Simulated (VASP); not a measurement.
# BN in VASP: notebook

Aim: see how the results for BN move with the level of theory and the settings. Levels: LDA, PBE+D3(BJ). Tasks: single point.

All numbers are computed with VASP 6.6.1; they aren't measurements. Logs are shortened: lines on timing, memory, paths and dates and some standing lists are left out, and cuts for length are marked.

## Step 1: The cell of the first run

The cell holds a slab with vacuum, 8 atoms: a = 2.489 Å, b = 2.489 Å, c = 45.842 Å, α = 90.00°, β = 90.00°, γ = 120.00°.

## Step 2: Single point, LDA

INCAR

```
PREC = Accurate
ENCUT = 520
EDIFF = 1E-6
ISMEAR = 0
SIGMA = 0.02
LREAL = F
LASPH = T
NELM = 60
ALGO = Normal
ISIF = 2
LWAVE = F
LCHARG = T
LDIPOL = T
IDIPOL = 3
DIPOL = 0.5 0.5 0.500
LELF = T
LVHAR = T
LVACPOTAV = T
NBANDS = 26
```

KPOINTS

```
regular mesh
0
Gamma
  12 12 1
```

POSCAR

```
BN
1.0
    2.4885984878      0.0000000000      0.0000000000
   -1.2442992439      2.1551895103      0.0000000000
    0.0000000000      0.0000000000     45.8423717808
B N
4 4
Direct
    0.6666666667      0.3333333333      0.3937334156
    0.3333333333      0.6666666667      0.4645567882
    0.6666666667      0.3333333333      0.5354432118
    0.3333333333      0.6666666667      0.6062665844
    0.3333333333      0.6666666667      0.3936811451
    0.6666666667      0.3333333333      0.4645567377
    0.3333333333      0.6666666667      0.5354432623
    0.6666666667      0.3333333333      0.6063188549
```

Potentials or basis: VASP PAW LDA potentials, release 64 (B, N).

Launch:

```console
cat potpaw_LDA.64/B/POTCAR potpaw_LDA.64/N/POTCAR > POTCAR
mpirun -np 1 vasp_std > vasp.out
```

OUTCAR:

```text
PREC = Accurate
   ENCUT = 520
   EDIFF = 1E-6
   ISMEAR = 0
   LREAL = F
   LASPH = T
   NELM = 60
   ISIF = 2

 ion  position               nearest neighbor table
   1  0.667  0.333  0.394-   5 1.44   5 1.44   5 1.44
   2  0.333  0.667  0.465-   6 1.44   6 1.44   6 1.44
   3  0.667  0.333  0.535-   7 1.44   7 1.44   7 1.44
   4  0.333  0.667  0.606-   8 1.44   8 1.44   8 1.44
   5  0.333  0.667  0.394-   1 1.44   1 1.44   1 1.44
   6  0.667  0.333  0.465-   2 1.44   2 1.44   2 1.44
   7  0.333  0.667  0.535-   3 1.44   3 1.44   3 1.44
   8  0.667  0.333  0.606-   4 1.44   4 1.44   4 1.44

  LATTYP: Found a hexagonal cell.
 ALAT       =     2.4885984878
 C/A-ratio  =    18.4209594298

  Lattice vectors:

 A1 = (   2.4885984878,   0.0000000000,   0.0000000000)
 A2 = (  -1.2442992439,   2.1551895103,   0.0000000000)
 A3 = (   0.0000000000,   0.0000000000,  45.8423717808)

Analysis of symmetry for initial positions (statically):
=====================================================================
 Subroutine PRICEL returns:
 Original cell was already a primitive cell.

 Routine SETGRP: Setting up the symmetry group for a
 hexagonal supercell.

 Subroutine GETGRP returns: Found 12 space group operations
 (whereof 12 operations were pure point group operations)
 out of a pool of 24 trial point group operations.

The static configuration has the point symmetry D_3d.

Analysis of symmetry for dynamics (positions and initial velocities):
=====================================================================
 Subroutine PRICEL returns:
 Original cell was already a primitive cell.

 Routine SETGRP: Setting up the symmetry group for a
 hexagonal supercell.

 Subroutine GETGRP returns: Found 12 space group operations
 (whereof 12 operations were pure point group operations)
 out of a pool of 24 trial point group operations.

The dynamic configuration has the point symmetry D_3d.

 Subroutine INISYM returns: Found 12 space group operations
 (whereof 12 operations are pure point group operations),
 and found     1 'primitive' translations

----------------------------------------------------------------------------------------

                                     Primitive cell

  volume of cell :     245.8710

  direct lattice vectors                    reciprocal lattice vectors
     2.488598488  0.000000000  0.000000000     0.401832600  0.231998160  0.000000000
[... 105 lines left out ...]
   EMIN   =  10.00;   EMAX   =-10.00  energy-range for DOS
   EFERMI =   0.00;   METHOD = LEGACY
   ISMEAR =     0;   SIGMA  =   0.02  broadening in eV -4-tet -1-fermi 0-gaus
   EFERMI_NEDOS =   21; number of points for ismear=-14 and -15
   IALGO  =     38    algorithm
   IMIX   =      4    mixing-type and parameters
     AMIX     =   0.40;   BMIX     =  1.00
     AMIX_MAG =   1.60;   BMIX_MAG =  1.00
  volume/ion in A,a.u.               =      30.73       207.40
  Fermi-wavevector in a.u.,A,eV,Ry     =   0.829639  1.567790  9.364896  0.688300
  Thomas-Fermi vector in A             =   1.942220
   LORBIT       =      0    0 simple, 1 ext, 2 COOP (PROOUT), +10 PAW based schemes
   GGA     = CA    functional components
   LHFCALC =     F    Hartree Fock is set to
   AEXX    =    0.0000 exact exchange contribution
   IVDW    =     0    specifies the selected vdW correction
   LEPSILON=     F    determine dielectric tensor
   LRPA    =     F    only Hartree local field effects (RPA)
 non-spin polarized calculation
 Gauss-broadening in eV      SIGMA  =   0.02
  energy-cutoff  :      520.00
  volume of cell :      245.87
 maximum number of plane-waves:      6687
 NGX is ok and might be reduce to    20
   NGX =  9   NGY =  9   NGZ =171

 dipolmoment           0.000000      0.000000      0.000000 electrons x Angstroem

 number of electron      32.0000001 magnetization

 dipolmoment           0.000000      0.000000     -0.000000 electrons x Angstroem

 Free energy of the ion-electron system (eV)
  ---------------------------------------------------
  ext. energy  EPLUGINS =         0.00000000
  ---------------------------------------------------
  free energy    TOTEN  =       -77.10729174 eV

  energy without entropy =      -77.10729174  energy(sigma->0) =      -77.10729174

 E-fermi :  -3.6155     XC(G=0):  -3.2422

 val. band max:       -3.7145455481   @ k =   0.3333   0.3333   0.0000
 cond. band min:       0.4130579269   @ k =   0.5000   0.0000   0.0000
 fundamental gap:      4.1276034751
 Fermi energy:        -3.6154606522

 k-point     1 :       0.0000    0.0000    0.0000
  band No.  band energies     occupation
      1     -21.4179      2.00000
      2     -21.3189      2.00000
      3     -21.2034      2.00000
      4     -21.1186      2.00000
      5     -10.0531      2.00000
      6      -9.5019      2.00000
[... 540 lines left out ...]
     25       9.6056      0.00000
     26       9.9843      0.00000

------------------------ aborting loop because EDIFF is reached ----------------------------------------

 vacuum level on the upper side and lower side of the slab       (xc-potential included)        -0.118        -0.118

  FORCE on cell =-STRESS in cart. coord.  units (eV):
  Direction    XX          YY          ZZ          XY          YZ          ZX
  --------------------------------------------------------------------------------------
  -------------------------------------------------------------------------------------
  Total        0.3346654      0.3346654     -0.0806272      0.0000000      0.0000000     -0.0000000
  in kB        2.1807910      2.1807910     -0.5253936      0.0000000      0.0000000     -0.0000000
  external PRESSURE =       1.2787295 kB  Pullay stress =       0.0000000 kB

 VOLUME and BASIS-vectors are now :
 -----------------------------------------------------------------------------
  energy-cutoff  :      520.00
  volume of cell :      245.87
      direct lattice vectors                 reciprocal lattice vectors
     2.488598488  0.000000000  0.000000000     0.401832600  0.231998160  0.000000000
    -1.244299244  2.155189510  0.000000000     0.000000000  0.463996319  0.000000000
     0.000000000  0.000000000 45.842371781     0.000000000  0.000000000  0.021813880

 POSITION                                       TOTAL-FORCE (eV/Angst)
 -----------------------------------------------------------------------------------
      1.24430      0.71840     18.04967        -0.000000      0.000000      0.000466
     -0.00000      1.43679     21.29638        -0.000000      0.000000      0.000205
      1.24430      0.71840     24.54599        -0.000000     -0.000000     -0.000205
     -0.00000      1.43679     27.79270         0.000000     -0.000000     -0.000466
     -0.00000      1.43679     18.04728        -0.000000      0.000000     -0.000074
      1.24430      0.71840     21.29638         0.000000      0.000000      0.000474
     -0.00000      1.43679     24.54599         0.000000     -0.000000     -0.000474
      1.24430      0.71840     27.79509         0.000000     -0.000000      0.000074
 -----------------------------------------------------------------------------------
    total drift:                                0.000000     -0.000000     -0.000000

  FREE ENERGIE OF THE ION-ELECTRON SYSTEM (eV)
  ---------------------------------------------------
  free  energy   TOTEN  =       -77.1072917394 eV

  energy  without entropy=      -77.1072917394  energy(sigma->0) =      -77.10729174

 vacuum level on the upper side and lower side of the slab         2.429         2.429
```

OSZICAR:

```text
N       E                     dE             d eps       ncg     rms          rms(c)
DAV:   1     0.268959301199E+03    0.26896E+03   -0.12867E+04  1020   0.959E+02
DAV:   2    -0.510986444286E+02   -0.32006E+03   -0.29140E+03  1470   0.240E+02
DAV:   3    -0.846881340722E+02   -0.33589E+02   -0.33294E+02  1308   0.910E+01
[... 16 lines left out ...]
DAV:  20    -0.771072847187E+02   -0.15068E-04   -0.36563E-07   880   0.221E-03    0.483E-04
DAV:  21    -0.771072880764E+02   -0.33577E-05   -0.49524E-08   924   0.114E-03    0.212E-04
DAV:  22    -0.771072903185E+02   -0.22421E-05   -0.18015E-08   858   0.980E-04    0.168E-04
DAV:  23    -0.771072913974E+02   -0.10790E-05   -0.81389E-09   804   0.535E-04    0.792E-05
DAV:  24    -0.771072917394E+02   -0.34199E-06   -0.19663E-09   832   0.209E-04
   1 F= -.77107292E+02 E0= -.77107292E+02  d E =-.686426E-14
```

It took 2.3 min on 1 thread of Intel Xeon 6975P-C (Granite Rapids), shared host; peak memory 0.33 GiB.

Results:

| Property | Result |
| --- | --- |
| Free energy | -77.1073 eV |
| Band gap on the k mesh | 4.13 eV (least direct gap 4.58 eV) |
| Ionisation potential of the upper face | 6.14 eV |

## Step 3: Single point, PBE+D3(BJ)

This run uses another cell than the first one.

INCAR

```
ALGO = Normal
DIPOL = 0.5 0.5 0.500
EDIFF = 1E-6
ENCUT = 520
GGA = PE
IDIPOL = 3
ISIF = 2
ISMEAR = 0
IVDW = 12
LASPH = T
LCHARG = F
LDIPOL = T
LREAL = F
LWAVE = F
NBANDS = 26
NELM = 60
PREC = Accurate
SIGMA = 0.02
```

KPOINTS

```
k-points
0
Gamma
  12 12 1
```

POSCAR

```
BN
1.0
    2.5071210957      0.0000000000      0.0000000000
   -1.2535605478      2.1712305592      0.0000000000
    0.0000000000      0.0000000000     45.8423717808
B N
4 4
Direct
    0.6666666667      0.3333333333      0.3911371990
    0.3333333333      0.6666666667      0.4638427203
    0.6666666667      0.3333333333      0.5361572797
    0.3333333333      0.6666666667      0.6088628010
    0.3333333333      0.6666666667      0.3911009278
    0.6666666667      0.3333333333      0.4638406344
    0.3333333333      0.6666666667      0.5361593656
    0.6666666667      0.3333333333      0.6088990722
```

Potentials or basis: VASP PAW PBE potentials, release 64 (B, N).

Launch:

```console
cat potpaw_PBE.64/B/POTCAR potpaw_PBE.64/N/POTCAR > POTCAR
mpirun -np 1 vasp_std > vasp.out
```

Run time: 2.1 min. Hardware: 1 thread of Intel Xeon 6975P-C (Granite Rapids), shared host; peak memory 0.41 GiB.

It converged, with:

```yaml
Free_energy: -71.3166 eV
Band_gap_on_the_k_mesh: 4.32 eV (least direct gap 4.67 eV)
Dispersion_energy_per_atom: -0.123 eV
```

Levels at points of the mesh, in eV from the valence-band top:
| k point | band 13 | band 14 | band 15 | band 16 | band 17 | band 18 | band 19 | band 20 |
| --- | --- | --- | --- | --- | --- | --- | --- | --- |
| (0.00, 0.00, 0.00) | -1.32 | -1.32 | -1.31 | -1.31 | 4.92 | 5.07 | 5.82 | 5.97 |
| (0.50, 0.00, 0.00) | -1.35 | -1.06 | -0.75 | -0.52 | 4.32 | 4.57 | 4.98 | 5.42 |
